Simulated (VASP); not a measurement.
# LaTaO (P4/nmm) in VASP: further runs, part 2 of 2

VASP 6.6.1.

## 3. Single point, PBE, collinear spin

This run uses another cell than the first one, of 23.18 Å³/atom.

File INCAR:

```
SYSTEM = LaTaO
PREC = Accurate
ENCUT = 520
EDIFF = 1E-6
ISMEAR = 0
SIGMA = 0.1
LREAL = .FALSE.
LASPH = .TRUE.
NELM = 150
ALGO = Normal
ISIF = 2
LWAVE = .FALSE.
LCHARG = .FALSE.
ISPIN = 2
MAGMOM = 0 0 1 1 0 0
LORBIT = 11
LMAXMIX = 6
GGA = PE
NBANDS = 41
```

File KPOINTS:

```
regular mesh
0
G
  4 4 2
  0 0 0
```

File POSCAR:

```
LaTaO
1.0
    3.9354526684      0.0000000000      0.0000000000
    0.0000000000      3.9354526684      0.0000000000
    0.0000000000      0.0000000000      8.9808888691
La Ta O
2 2 2
Direct
    0.0000000000      0.5000000000      0.8574194274
    0.5000000000      0.0000000000      0.1425805726
    0.0000000000      0.0000000000      0.5000000000
    0.5000000000      0.5000000000      0.5000000000
    0.0000000000      0.0000000000      0.0000000000
    0.5000000000      0.5000000000      0.0000000000
```

Potentials or basis: VASP PAW PBE potentials, release 64 (La, Ta_pv, O).

On the command line:

```
cat potpaw_PBE.64/La/POTCAR potpaw_PBE.64/Ta_pv/POTCAR potpaw_PBE.64/O/POTCAR > POTCAR
mpirun -np 1 vasp_std > vasp.out
```

OUTCAR:

```text
SYSTEM = LaTaO
   PREC = Accurate
   ENCUT = 520
   EDIFF = 1E-6
   ISMEAR = 0
   LREAL = .FALSE.
   LASPH = .TRUE.
   NELM = 150
   ISIF = 2
   ISPIN = 2
   LORBIT = 11
   GGA = PE

 ion  position               nearest neighbor table
   1  0.000  0.500  0.857-   5 2.35   6 2.35   5 2.35   6 2.35
   2  0.500  0.000  0.143-   5 2.35   6 2.35   6 2.35   5 2.35
   3  0.000  0.000  0.500-   4 2.78   4 2.78   4 2.78   4 2.78
   4  0.500  0.500  0.500-   3 2.78   3 2.78   3 2.78   3 2.78
   5  0.000  0.000  0.000-   1 2.35   2 2.35   1 2.35   2 2.35
   6  0.500  0.500  0.000-   1 2.35   2 2.35   2 2.35   1 2.35

  LATTYP: Found a simple tetragonal cell.
 ALAT       =     3.9354526684
 C/A-ratio  =     2.2820472321

  Lattice vectors:

 A1 = (   3.9354526684,   0.0000000000,   0.0000000000)
 A2 = (   0.0000000000,   3.9354526684,   0.0000000000)
 A3 = (   0.0000000000,   0.0000000000,   8.9808888691)

Analysis of symmetry for initial positions (statically):
=====================================================================
 Subroutine PRICEL returns:
 Original cell was already a primitive cell.

 Routine SETGRP: Setting up the symmetry group for a
 simple tetragonal supercell.

 Subroutine GETGRP returns: Found 16 space group operations
 (whereof  8 operations were pure point group operations)
 out of a pool of 16 trial point group operations.

The static configuration has the point symmetry D_2d.
 The point group associated with its full space group is D_4h.

Analysis of symmetry for dynamics (positions and initial velocities):
=====================================================================
 Subroutine PRICEL returns:
 Original cell was already a primitive cell.

 Routine SETGRP: Setting up the symmetry group for a
 simple tetragonal supercell.
[... 171 lines left out ...]

 spin component 1

 k-point     1 :       0.0000    0.0000    0.0000
  band No.  band energies     occupation
      1     -28.9375      1.00000
      2     -28.9375      1.00000
      3     -28.6976      1.00000
      4     -28.4766      1.00000
      5     -28.0659      1.00000
      6     -28.0658      1.00000
[... 505 lines left out ...]
     39       8.4808      0.00000
     40       8.4813      0.00000
 Fermi energy:         5.7953163291

 spin component 2

 k-point     1 :       0.0000    0.0000    0.0000
  band No.  band energies     occupation
      1     -28.8024      1.00000
      2     -28.8024      1.00000
      3     -28.4186      1.00000
      4     -28.1971      1.00000
      5     -27.9355      1.00000
      6     -27.9355      1.00000
[... 505 lines left out ...]
     39       8.4872      0.00000
     40       8.4876      0.00000
 [bands above 40 left out]

------------------------ aborting loop because EDIFF is reached ----------------------------------------

  FORCE on cell =-STRESS in cart. coord.  units (eV):
  Direction    XX          YY          ZZ          XY          YZ          ZX
  --------------------------------------------------------------------------------------
  -------------------------------------------------------------------------------------
  Total       -0.4494883     -0.4494883     -0.1618370      0.0000000      0.0000000      0.0000000
  in kB       -5.1775024     -5.1775024     -1.8641446      0.0000000      0.0000000      0.0000000
  external PRESSURE =      -4.0730498 kB  Pullay stress =       0.0000000 kB

 VOLUME and BASIS-vectors are now :
 -----------------------------------------------------------------------------
  energy-cutoff  :      520.00
  volume of cell :      139.09
      direct lattice vectors                 reciprocal lattice vectors
     3.935452668  0.000000000  0.000000000     0.254100375  0.000000000  0.000000000
     0.000000000  3.935452668  0.000000000     0.000000000  0.254100375  0.000000000
     0.000000000  0.000000000  8.980888869     0.000000000  0.000000000  0.111347553

 POSITION                                       TOTAL-FORCE (eV/Angst)
 -----------------------------------------------------------------------------------
      0.00000      1.96773      7.70039         0.000000     -0.000000      0.002850
      1.96773      0.00000      1.28050         0.000000      0.000000     -0.002850
      0.00000      0.00000      4.49044         0.000000      0.000000      0.000000
      1.96773      1.96773      4.49044        -0.000000     -0.000000      0.000000
      0.00000      0.00000      0.00000         0.000000      0.000000      0.000000
      1.96773      1.96773      0.00000         0.000000     -0.000000      0.000000
 -----------------------------------------------------------------------------------
    total drift:                                0.000000      0.000000     -0.000000

  FREE ENERGIE OF THE ION-ELECTRON SYSTEM (eV)
  ---------------------------------------------------
  free  energy   TOTEN  =       -51.4795544535 eV

  energy  without entropy=      -51.4619713256  energy(sigma->0) =      -51.47076289

 total charge

# of ion       s       p       d       f       tot
--------------------------------------------------
    1        2.031   5.681   0.681   0.228   8.621
    2        2.031   5.681   0.681   0.228   8.621
    3        0.379   6.057   2.354   0.000   8.790
    4        0.379   6.057   2.354   0.000   8.790
    5        1.573   3.477   0.000   0.000   5.051
    6        1.573   3.477   0.000   0.000   5.051
--------------------------------------------------
tot          7.967  30.431   6.069   0.457  44.923

 magnetization (x)

# of ion       s       p       d       f       tot
--------------------------------------------------
    1        0.000   0.006   0.013   0.010   0.031
    2        0.000   0.006   0.013   0.010   0.031
    3        0.022   0.005   0.278   0.000   0.305
    4        0.022   0.005   0.278   0.000   0.305
    5        0.000   0.004   0.000   0.000   0.004
    6        0.000   0.004   0.000   0.000   0.004
--------------------------------------------------
tot          0.046   0.029   0.582   0.021   0.678
```

OSZICAR:

```text
N       E                     dE             d eps       ncg     rms          rms(c)
DAV:   1     0.687624683429E+03    0.68762E+03   -0.23157E+04  2080   0.192E+03
DAV:   2     0.904096015929E+02   -0.59722E+03   -0.55476E+03  2264   0.390E+02
DAV:   3    -0.435321132616E+02   -0.13394E+03   -0.12940E+03  2902   0.195E+02
DAV:   4    -0.567515750981E+02   -0.13219E+02   -0.12366E+02  3521   0.519E+01
DAV:   5    -0.579853933492E+02   -0.12338E+01   -0.12009E+01  3680   0.148E+01    0.188E+01
DAV:   6    -0.515684302277E+02    0.64170E+01   -0.56994E+01  3168   0.294E+01    0.903E+00
DAV:   7    -0.515155252331E+02    0.52905E-01   -0.58423E+00  3480   0.152E+01    0.488E+00
DAV:   8    -0.514976441302E+02    0.17881E-01   -0.14212E+00  3351   0.488E+00    0.193E+00
DAV:   9    -0.514766137361E+02    0.21030E-01   -0.15760E-01  3656   0.215E+00    0.686E-01
DAV:  10    -0.514781383275E+02   -0.15246E-02   -0.72163E-02  3336   0.109E+00    0.348E-01
DAV:  11    -0.514788504454E+02   -0.71212E-03   -0.12987E-02  3560   0.564E-01    0.146E-01
DAV:  12    -0.514792546256E+02   -0.40418E-03   -0.19384E-03  3440   0.197E-01    0.739E-02
DAV:  13    -0.514795359622E+02   -0.28134E-03   -0.83012E-04  3496   0.129E-01    0.349E-02
DAV:  14    -0.514795476698E+02   -0.11708E-04   -0.61208E-05  3208   0.481E-02    0.147E-02
DAV:  15    -0.514795533284E+02   -0.56586E-05   -0.28594E-05  3344   0.281E-02    0.647E-03
DAV:  16    -0.514795544724E+02   -0.11440E-05   -0.47728E-06  2536   0.119E-02    0.349E-03
DAV:  17    -0.514795544535E+02    0.18917E-07   -0.12817E-06  2080   0.956E-03
   1 F= -.51479554E+02 E0= -.51470763E+02  d E =-.175831E-01  mag=     1.1086
```

It took 2.7 min on 1 thread of AMD EPYC 9R45 (Zen 5), shared host; peak memory 0.32 GiB.

Results:

| Item | Value |
| --- | --- |
| Free energy | -51.4796 eV |
| Pressure | -0.4 GPa |
| Net moment | 1.11 μB per cell |
| Site moments | La +0.03; Ta +0.30; O +0.00 μB |
| Valence electrons inside the program's atomic spheres | La 8.62; Ta 8.79; O 5.05 |

Forces in eV/Å, atoms in the order of the input:
```
La   0.000  0.000  0.003
La   0.000  0.000 -0.003
Ta   0.000  0.000  0.000
Ta   0.000  0.000  0.000
O    0.000  0.000  0.000
O    0.000  0.000  0.000
```

Levels at points of the mesh, in eV from the Fermi level:
Spin up:
| k point | band 26 | band 27 | band 28 | band 29 | band 30 | band 31 |
| --- | --- | --- | --- | --- | --- | --- |
| (0.00, 0.00, 0.00) | -1.67 | -0.74 | -0.53 | -0.53 | 0.56 | 1.55 |
| (0.50, 0.00, 0.00) | -1.05 | -0.18 | -0.18 | 0.50 | 0.50 | 1.06 |
| (0.50, 0.50, 0.00) | -2.04 | -0.38 | -0.38 | 0.46 | 0.46 | 1.51 |
| (0.00, 0.00, 0.50) | -1.45 | -1.15 | -0.51 | -0.51 | 0.92 | 1.60 |
| (0.50, 0.00, 0.50) | -1.13 | -0.16 | -0.16 | 0.51 | 0.51 | 1.01 |
| (0.50, 0.50, 0.50) | -1.92 | -0.34 | -0.34 | 0.33 | 0.33 | 1.33 |
Spin down:
```csv
k point,band 23,band 24,band 25,band 26,band 27,band 28,band 29,band 30,band 31,band 32
"(0.00, 0.00, 0.00)",-3.47,-3.20,-2.13,-1.22,-0.49,-0.29,-0.29,1.02,1.62,2.15
"(0.50, 0.00, 0.00)",-2.54,-2.54,-0.84,-0.84,0.27,0.27,0.68,0.68,1.29,1.29
"(0.50, 0.50, 0.00)",-2.46,-2.46,-1.86,-1.86,0.16,0.16,0.51,0.51,1.81,1.81
"(0.00, 0.00, 0.50)",-3.46,-3.20,-2.13,-0.95,-0.92,-0.28,-0.28,1.42,1.74,1.88
"(0.50, 0.00, 0.50)",-2.51,-2.51,-0.92,-0.92,0.30,0.30,0.69,0.69,1.24,1.24
"(0.50, 0.50, 0.50)",-2.43,-2.43,-1.74,-1.74,0.22,0.22,0.37,0.37,1.59,1.59
```

Caveat: the k points lie up to 0.40 Å⁻¹ apart; spin-orbit coupling is left out, which moves the levels of the heavy elements.

## 4. Single point, PBE, collinear spin

File INCAR:

```
ALGO = Normal
EDIFF = 1E-7
ENCUT = 520
GGA = PE
ISIF = 2
ISMEAR = 0
ISPIN = 2
LASPH = True
LCHARG = False
LMAXMIX = 6
LORBIT = 11
LREAL = False
LWAVE = False
MAGMOM = 0 0 1 1 0 0
NBANDS = 41
NELM = 150
PREC = Accurate
SIGMA = 0.1
```

File KPOINTS:

```
k-points
0
Gamma
  4 4 4
```

File POSCAR:

```
LaTaO
1.0
    4.1149274600      0.0000000000      0.0000000000
    0.0000000000      4.1149274600      0.0000000000
    0.0000000000      0.0000000000      5.8639137500
La Ta O
2 2 2
Direct
    0.0000000000      0.5000000000      0.7134095400
    0.5000000000      0.0000000000      0.2865904600
    0.0000000000      0.0000000000      0.5000000000
    0.5000000000      0.5000000000      0.5000000000
    0.0000000000      0.0000000000      0.0000000000
    0.5000000000      0.5000000000      0.0000000000
```

On the command line:

```
cat potpaw_PBE.64/La/POTCAR potpaw_PBE.64/Ta_pv/POTCAR potpaw_PBE.64/O/POTCAR > POTCAR
mpirun -np 1 vasp_std > vasp.out
```

Wall time 3.7 min (1 thread of AMD EPYC 9R45 (Zen 5), shared host); peak memory 0.3 GiB.

Results (log left out):

| Item | Value |
| --- | --- |
| Free energy | -35.2204 eV |
| Pressure | 36.5 GPa |
| Largest force | 12.828 eV/Å |
| Band gap on the k mesh | zero (filled and empty bands overlap) |
| Net moment | 0.00 μB per cell |
| Valence electrons inside the program's atomic spheres | La 9.81; Ta 9.70; O 4.84 |

Forces on the atoms (eV/Å):
```
La    0.000   0.000  12.828
La    0.000   0.000 -12.828
Ta    0.000   0.000   0.000
Ta    0.000   0.000   0.000
O     0.000   0.000   0.000
O     0.000   0.000   0.000
```

Stress tensor (GPa, compression positive):
```
49.12  0.00  0.00
 0.00 49.12  0.00
 0.00  0.00 11.30
```

Levels at points of the mesh, in eV from the Fermi level:
Spin up:
```csv
k point,band 24,band 25,band 26,band 27,band 28,band 29,band 30,band 31,band 32,band 33
"(0.00, 0.00, 0.00)",-1.54,-1.22,-1.15,-1.15,0.38,0.79,0.79,1.49,1.49,3.38
"(0.50, 0.00, 0.00)",-2.17,-1.76,-1.76,-1.21,-1.21,1.04,1.04,1.84,1.84,2.84
"(0.50, 0.50, 0.00)",-2.07,-0.92,-0.92,-0.27,-0.27,-0.07,-0.07,1.61,1.61,3.15
"(0.00, 0.00, 0.50)",-0.92,-0.92,0.23,0.67,0.67,0.96,1.17,1.17,1.35,3.28
"(0.50, 0.00, 0.50)",-1.73,-1.67,-1.67,-0.73,-0.73,1.13,1.13,1.20,1.20,2.89
"(0.50, 0.50, 0.50)",-1.32,-1.22,-1.22,-1.13,-1.13,0.00,0.00,2.06,2.06,3.14
```
Spin down:
| k point | band 25 | band 26 | band 27 | band 28 | band 29 | band 30 | band 31 | band 32 |
| --- | --- | --- | --- | --- | --- | --- | --- | --- |
| (0.00, 0.00, 0.00) | -1.22 | -1.15 | -1.15 | 0.38 | 0.79 | 0.79 | 1.49 | 1.49 |
| (0.50, 0.00, 0.00) | -1.76 | -1.76 | -1.21 | -1.21 | 1.04 | 1.04 | 1.84 | 1.84 |
| (0.50, 0.50, 0.00) | -0.92 | -0.92 | -0.27 | -0.27 | -0.07 | -0.07 | 1.61 | 1.61 |
| (0.00, 0.00, 0.50) | -0.92 | 0.23 | 0.67 | 0.67 | 0.96 | 1.17 | 1.17 | 1.35 |
| (0.50, 0.00, 0.50) | -1.67 | -1.67 | -0.73 | -0.73 | 1.13 | 1.13 | 1.20 | 1.20 |
| (0.50, 0.50, 0.50) | -1.22 | -1.22 | -1.13 | -1.13 | 0.00 | 0.00 | 2.06 | 2.06 |

Caveat: the k points lie up to 0.38 Å⁻¹ apart, too coarse for converged energies and pressures of a metal; spin-orbit coupling is left out, which moves the levels of the heavy elements; forces of over 1 eV/Å act on the atoms, so gaps and moduli don't describe the material at rest.

## 5. Single point, PBE, collinear spin

This run uses another cell than the first one, of 23.11 Å³/atom.

File INCAR:

```
SYSTEM = LaTaO
PREC     = Accurate       ! precision mode
ENCUT    = 520            ! plane-wave cutoff, eV
EDIFF    = 1E-6           ! SCF threshold, eV
ISMEAR   = 0              ! smearing method
SIGMA    = 0.1            ! smearing width, eV
LREAL    = .FALSE.        ! projectors in reciprocal space
LASPH    = .TRUE.         ! aspherical terms in the spheres
NELM     = 150            ! most SCF steps
ALGO     = Normal         ! electronic algorithm
ISIF     = 2              ! what is computed and relaxed
LWAVE    = .FALSE.        ! write WAVECAR
LCHARG   = .FALSE.        ! write CHGCAR
ISPIN    = 2              ! spin polarisation
MAGMOM   = 0 0 0.31 0.31 0 0 ! initial moments
LORBIT   = 11             ! projections on sites
LMAXMIX  = 6              ! l up to which the mixer works
GGA      = PE             ! functional
NBANDS   = 41             ! bands
```

File KPOINTS:

```
Automatic mesh
0
G
  10 10 4
  0 0 0
```

File POSCAR:

```
LaTaO
1.0
    3.9263246183      0.0000000000      0.0000000000
    0.0000000000      3.9263246183      0.0000000000
    0.0000000000      0.0000000000      8.9942277224
La Ta O
2 2 2
Direct
    0.0000000000      0.5000000000      0.8571097113
    0.5000000000      0.0000000000      0.1428902887
    0.0000000000      0.0000000000      0.5000000000
    0.5000000000      0.5000000000      0.5000000000
    0.0000000000      0.0000000000      0.0000000000
    0.5000000000      0.5000000000      0.0000000000
```

On the command line:

```
cat potpaw_PBE.64/La/POTCAR potpaw_PBE.64/Ta_pv/POTCAR potpaw_PBE.64/O/POTCAR > POTCAR
mpirun -np 1 vasp_std > vasp.out
```

Run time: 30 min. Hardware: 1 thread of Oxide Virtual Turin-like, shared host; peak memory 0.65 GiB.

It converged, with:

| Quantity | Value |
| --- | --- |
| Free energy | -51.5477 eV |
| Pressure | -0.2 GPa |
| Largest force | 0.017 eV/Å |
| Net moment | 0.60 μB per cell |
| Site moments | La +0.02; Ta +0.15; O +0.00 μB |
| Valence electrons inside the program's atomic spheres | La 8.62; Ta 8.79; O 5.05 |

Forces on the atoms (eV/Å):
```
La   0.000  0.000  0.017
La   0.000  0.000 -0.017
Ta   0.000  0.000  0.000
Ta   0.000  0.000  0.000
O    0.000  0.000  0.000
O    0.000  0.000  0.000
```

Levels at points of the mesh, in eV from the Fermi level:
Spin up:
```tsv
k point	band 24	band 25	band 26	band 27	band 28	band 29	band 30	band 31	band 32	band 33
(0.00, 0.00, 0.00)	-3.23	-2.20	-1.56	-0.65	-0.41	-0.41	0.69	1.58	2.11	2.24
(0.50, 0.00, 0.00)	-2.59	-0.95	-0.95	-0.04	-0.04	0.64	0.64	1.18	1.18	2.01
(0.50, 0.50, 0.00)	-2.54	-1.95	-1.95	-0.24	-0.24	0.55	0.55	1.62	1.62	2.04
(0.00, 0.00, 0.50)	-3.24	-2.20	-1.33	-1.06	-0.40	-0.40	1.06	1.66	1.89	2.09
(0.50, 0.00, 0.50)	-2.57	-1.03	-1.03	-0.03	-0.03	0.65	0.65	1.13	1.13	2.03
(0.50, 0.50, 0.50)	-2.50	-1.83	-1.83	-0.19	-0.19	0.40	0.40	1.43	1.43	2.08
```
Spin down:
```
           k point  band 24  band 25  band 26  band 27  band 28  band 29  band 30  band 31  band 32  band 33
(0.00, 0.00, 0.00)    -3.13    -2.12    -1.29    -0.51    -0.32    -0.32     0.96     1.62     2.17     2.24
(0.50, 0.00, 0.00)    -2.49    -0.85    -0.85     0.23     0.23     0.72     0.72     1.28     1.28     2.08
(0.50, 0.50, 0.00)    -2.43    -1.88    -1.88     0.08     0.08     0.58     0.58     1.80     1.80     2.06
(0.00, 0.00, 0.50)    -3.14    -2.12    -1.04    -0.93    -0.30    -0.30     1.35     1.75     1.91     2.11
(0.50, 0.00, 0.50)    -2.46    -0.93    -0.93     0.24     0.24     0.74     0.74     1.22     1.22     2.09
(0.50, 0.50, 0.50)    -2.40    -1.76    -1.76     0.13     0.13     0.44     0.44     1.59     1.59     2.10
```

Caveat: spin-orbit coupling is left out, which moves the levels of the heavy elements.

## 6. Summary

| task | spin | cell | k mesh | cutoff (eV) | gap on the mesh (eV) | pressure (GPa) | moment (μB) | largest force (eV/Å) |
| --- | --- | --- | --- | --- | --- | --- | --- | --- |
| relaxation of cell and atoms | off | relaxed from a = 4.115, b = 4.115, c = 5.864 Å, 6 atoms, atomic positions A | 4 × 4 × 4 | 600 | none | -0.1 | - | 0.04 |
| single point | collinear | a = 3.935, b = 3.935, c = 8.981 Å, 6 atoms, atomic positions B | 4 × 4 × 2 | 520 | none | -0.4 | 1.11 | - |
| single point | collinear | a = 4.115, b = 4.115, c = 5.864 Å, 6 atoms, atomic positions A | 4 × 4 × 4 | 520 | none | 36.5 | 0.00 | 12.83 |
| single point | collinear | a = 3.926, b = 3.926, c = 8.994 Å, 6 atoms, atomic positions B | 10 × 10 × 4 | 520 | none | -0.2 | 0.60 | 0.02 |

Alike in all rows: level PBE; potentials or basis VASP PAW PBE potentials, release 64 (La, Ta_pv, O); smearing gaussian 0.1 eV.

Caveats: some runs use coarse meshes; spin-orbit coupling is left out, which moves the levels of the heavy elements; a cell axis changed by over 15 % at a fixed basis, so the end point is rough (at least some runs); forces of over 1 eV/Å act on the atoms, so gaps and moduli don't describe the material at rest (at least some runs).

Absolute energies hang on the potentials; compare differences alone.
